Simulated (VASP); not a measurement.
# InAg (P4mm) in VASP: single point with LDA

Aim: the single point of InAg with LDA.

All numbers are computed with VASP 6.6.1; they aren't measurements. Logs are shortened: lines on timing, memory, paths and dates and some standing lists are left out, and cuts for length are marked.

### Step 1. The cell of the first run

Symmetry: P4mm, No. 99, tetragonal system. The conventional cell has a = 3.465 Å, b = 3.465 Å, c = 3.465 Å, α = 90.00°, β = 90.00°, γ = 90.00°. Within 3.8 Å of In (site symmetry 4mm) lie 8 Ag at 2.89 to 3.12 Å and 6 In at 3.46 Å. Within 3.8 Å of Ag (site symmetry 4mm) lie 8 In at 2.89 to 3.12 Å and 6 Ag at 3.46 Å.

### Step 2. Single point, LDA (atom 1 (In) moved by (-0.200, +0.000) A along y and z)

File INCAR:

```
SYSTEM = InAg
PREC     = Accurate       ! precision mode
ENCUT    = 500            ! plane-wave cutoff, eV
EDIFF    = 1E-6           ! SCF threshold, eV
ISMEAR   = 0              ! smearing method
SIGMA    = 0.15           ! smearing width, eV
LREAL    = .False.        ! projectors in reciprocal space
LASPH    = .True.         ! aspherical terms in the spheres
NELM     = 120            ! most SCF steps
ALGO     = Normal         ! electronic algorithm
ISIF     = 2              ! what is computed and relaxed
LWAVE    = .False.        ! write WAVECAR
LCHARG   = .True.         ! write CHGCAR
LELF     = .True.         ! ELF
LVHAR    = .True.       
NBANDS   = 19             ! bands
GGA_COMPAT= .False.
```

File KPOINTS:

```
regular mesh
0
Gamma
  14 14 14
  0 0 0
```

File POSCAR:

```
InAg
1.0
    3.4647886600      0.0000000000      0.0000000000
    0.0000000000      3.4647886600      0.0000000000
    0.0000000000      0.0000000000      3.4647886600
In Ag
1 1
Direct
    0.5000000000      0.4422764216      0.5000000000
    0.0000000000      0.0000000000      0.0000000000
```

Potentials or basis: VASP PAW LDA potentials, release 64 (In_d, Ag).

On the command line:

```
$ cat potpaw_LDA.64/In_d/POTCAR potpaw_LDA.64/Ag/POTCAR > POTCAR
$ mpirun -np 1 vasp_std > vasp.out
```

OUTCAR:

```text
SYSTEM = InAg
   PREC = Accurate
   ENCUT = 500
   EDIFF = 1E-6
   ISMEAR = 0
   LREAL = .False.
   LASPH = .True.
   NELM = 120
   ISIF = 2

 ion  position               nearest neighbor table
   1  0.500  0.442  0.500-   2 2.89   2 2.89   2 2.89   2 2.89   2 3.12   2 3.12   2 3.12   2 3.12

   2  0.000  0.000  0.000-   1 2.89   1 2.89   1 2.89   1 2.89   1 3.12   1 3.12   1 3.12   1 3.12

  LATTYP: Found a simple cubic cell.
 ALAT       =     3.4647886600

  Lattice vectors:

 A1 = (   3.4647886600,   0.0000000000,   0.0000000000)
 A2 = (   0.0000000000,   3.4647886600,   0.0000000000)
 A3 = (   0.0000000000,   0.0000000000,   3.4647886600)

Analysis of symmetry for initial positions (statically):
=====================================================================
 Subroutine PRICEL returns:
 Original cell was already a primitive cell.

 Routine SETGRP: Setting up the symmetry group for a
 simple cubic supercell.

 Subroutine GETGRP returns: Found  8 space group operations
 (whereof  8 operations were pure point group operations)
 out of a pool of 48 trial point group operations.

The static configuration has the point symmetry C_4v.

Analysis of symmetry for dynamics (positions and initial velocities):
=====================================================================
 Subroutine PRICEL returns:
 Original cell was already a primitive cell.

 Routine SETGRP: Setting up the symmetry group for a
 simple cubic supercell.

 Subroutine GETGRP returns: Found  8 space group operations
 (whereof  8 operations were pure point group operations)
 out of a pool of 48 trial point group operations.

The dynamic configuration has the point symmetry C_4v.

 Subroutine INISYM returns: Found  8 space group operations
 (whereof  8 operations are pure point group operations),
 and found     1 'primitive' translations

----------------------------------------------------------------------------------------

                                     Primitive cell

  volume of cell :      41.5940

  direct lattice vectors                    reciprocal lattice vectors
     3.464788660  0.000000000  0.000000000     0.288617892  0.000000000  0.000000000
     0.000000000  3.464788660  0.000000000     0.000000000  0.288617892  0.000000000
     0.000000000  0.000000000  3.464788660     0.000000000  0.000000000  0.288617892

  length of vectors
[... 80 lines left out ...]
   ENCUT  =  500.0 eV  36.75 Ry    6.06 a.u.   6.32  6.32  6.32*2*pi/ulx,y,z
   NELM   =    120;   NELMIN=  2; NELMDL= -5     # of ELM steps
   EDIFF  = 0.1E-05   stopping-criterion for ELM
   LREAL  =      F    real-space projection
   EDIFFG = 0.1E-04   stopping-criterion for IOM
   NSW    =      0    number of steps for IOM
   IBRION =     -1    ionic relax: 0-MD 1-quasi-New 2-CG
   NFREE  =      0    steps in history (QN), initial steepest desc. (CG)
   ISIF   =      2    stress and relaxation
   ISYM   =      2    0-nonsym 1-usesym 2-fastsym
   POTIM  = 0.5000    time-step for ionic-motion
   TEBEG  =    0.0;   TEEND  =   0.0 temperature during run
   PSTRESS=    0.0 pullay stress
   NELECT =      24.0000    total number of electrons
   NUPDOWN=      -1.0000    fix difference up-down
   EMIN   =  10.00;   EMAX   =-10.00  energy-range for DOS
   EFERMI =   0.00;   METHOD = LEGACY
   ISMEAR =     0;   SIGMA  =   0.15  broadening in eV -4-tet -1-fermi 0-gaus
   EFERMI_NEDOS =   21; number of points for ismear=-14 and -15
   IALGO  =     38    algorithm
   IMIX   =      4    mixing-type and parameters
     AMIX     =   0.40;   BMIX     =  1.00
     AMIX_MAG =   1.60;   BMIX_MAG =  1.00
  volume/ion in A,a.u.               =      20.80       140.34
  Fermi-wavevector in a.u.,A,eV,Ry     =   1.362914  2.575534 25.273297  1.857535
  Thomas-Fermi vector in A             =   2.489362
   LORBIT       =      0    0 simple, 1 ext, 2 COOP (PROOUT), +10 PAW based schemes
   GGA     = CA    functional components
   LHFCALC =     F    Hartree Fock is set to
   AEXX    =    0.0000 exact exchange contribution
   IVDW    =     0    specifies the selected vdW correction
   LEPSILON=     F    determine dielectric tensor
   LRPA    =     F    only Hartree local field effects (RPA)
 non-spin polarized calculation
 Gauss-broadening in eV      SIGMA  =   0.15
  energy-cutoff  :      500.00
  volume of cell :       41.59
 maximum number of plane-waves:      1078
 NGX is ok and might be reduce to    28
   NGX = 13   NGY = 13   NGZ = 13

 number of electron      24.0000007 magnetization

 Free energy of the ion-electron system (eV)
  ---------------------------------------------------
  ext. energy  EPLUGINS =         0.00000000
  ---------------------------------------------------
  free energy    TOTEN  =        -6.84558858 eV

  energy without entropy =       -6.83618921  energy(sigma->0) =       -6.84088890

 E-fermi :   8.3027     XC(G=0): -11.5719

 val. band max:        8.3006951640   @ k =   0.2857   0.2857   0.0714
 cond. band min:       8.3049337442   @ k =   0.2857   0.0714   0.2857
 fundamental gap:      0.0042385802
 Fermi energy:         8.3027266796

 k-point     1 :       0.0000    0.0000    0.0000
  band No.  band energies     occupation
      1      -6.4693      2.00000
      2      -6.4657      2.00000
      3      -6.2225      2.00000
      4      -6.2148      2.00000
      5      -6.2148      2.00000
      6      -1.2321      2.00000
[... 505 lines left out ...]
      6      -0.0661      2.00000
[... 11 lines left out ...]
     18      20.0715      0.00000
     19      20.4769      0.00000

 [... further k-points ...]

------------------------ aborting loop because EDIFF is reached ----------------------------------------

  FORCE on cell =-STRESS in cart. coord.  units (eV):
  Direction    XX          YY          ZZ          XY          YZ          ZX
  --------------------------------------------------------------------------------------
  -------------------------------------------------------------------------------------
  Total       -1.0747778     -1.2491704     -1.0747778      0.0000000     -0.0000000      0.0000000
  in kB      -41.3998751    -48.1173846    -41.3998751      0.0000000     -0.0000000      0.0000000
  external PRESSURE =     -43.6390449 kB  Pullay stress =       0.0000000 kB

 VOLUME and BASIS-vectors are now :
 -----------------------------------------------------------------------------
  energy-cutoff  :      500.00
  volume of cell :       41.59
      direct lattice vectors                 reciprocal lattice vectors
     3.464788660  0.000000000  0.000000000     0.288617892  0.000000000  0.000000000
     0.000000000  3.464788660  0.000000000     0.000000000  0.288617892  0.000000000
     0.000000000  0.000000000  3.464788660     0.000000000  0.000000000  0.288617892

 POSITION                                       TOTAL-FORCE (eV/Angst)
 -----------------------------------------------------------------------------------
      1.73239      1.53239      1.73239        -0.000000      0.303001      0.000000
      0.00000      0.00000      0.00000         0.000000     -0.303001     -0.000000
 -----------------------------------------------------------------------------------
    total drift:                                0.000000      0.000118     -0.000000

  FREE ENERGIE OF THE ION-ELECTRON SYSTEM (eV)
  ---------------------------------------------------
  free  energy   TOTEN  =        -6.8455885829 eV

  energy  without entropy=       -6.8361892098  energy(sigma->0) =       -6.84088890
```

stdout:

```text
POSCAR found type information on POSCAR InAg
 POSCAR found :  2 types and       2 ions
 scaLAPACK will be used
 LDA part: xc-table for (Slater(with rela. corr.)+CA(PZ))
 , standard interpolation
 POSCAR, INCAR and KPOINTS ok, starting setup
 FFT: planning ... GRIDC
 FFT: planning ... GRID_SOFT
 FFT: planning ... GRID
 WAVECAR not read
 entering main loop
```

It took 2.5 min on 1 thread of Intel Xeon 6975P-C, shared host; peak memory 0.32 GiB.

What came out:

```yaml
Free_energy: -6.8456 eV
Pressure: -4.4 GPa
Largest_force: 0.303 eV/Å
Band_gap_on_the_k_mesh: zero (band 12 reaches 11.40 eV, above the bottom of band 13 at 7.06 eV)
```

Forces on the atoms (eV/Å):
```
In   0.000  0.303  0.000
Ag   0.000 -0.303  0.000
```

Caveat: the cell differs from its parent crystal (atom 1 (In) moved by (-0.200, +0.000) A along y and z); spin-orbit coupling is left out, which moves the levels of the heavy elements.
